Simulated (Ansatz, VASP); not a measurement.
## One calculation of CaO, two programs

```
Ca O
1.0
     0.00000    2.40356    2.40356
     2.40356    0.00000    2.40356
     2.40356    2.40356    0.00000
Ca O
1 1
Direct
  0.00000 0.00000 0.00000
  0.50000 0.50000 0.50000
```

Alike in both runs: task relaxation of cell and atoms; functional LDA; k mesh 8 × 8 × 8; occupations gaussian, width 0.02 eV; no spin polarisation.

|  | VASP | Ansatz |
| --- | --- | --- |
| version | VASP 6.6.1 | Ansatz 0.2.0 |
| potentials or method | VASP PAW LDA potentials, release 64 (Ca_sv, O), cutoff 600 eV | scalar-relativistic, plane waves, PAW |
| valence electrons in the cell | 16 | 16 |

Ansatz gave:

| Quantity | Value |
| --- | --- |
| gap on the k mesh at the Fermi level, each at its own relaxed structure (eV) | 3.45 |
| relaxed volume (Å³/atom) | 13.04 |
| relaxed cell length with the largest relative difference (Å) | 3.329 |

Q: Which values does VASP return?

A: gap on the k mesh at the Fermi level, each at its own relaxed structure (eV): 3.43; relaxed volume (Å³/atom): 13.12; relaxed cell length with the largest relative difference (Å): 3.336.

LDA's correlation is that of Perdew and Zunger in VASP and of Perdew and Wang (1992) in Ansatz.
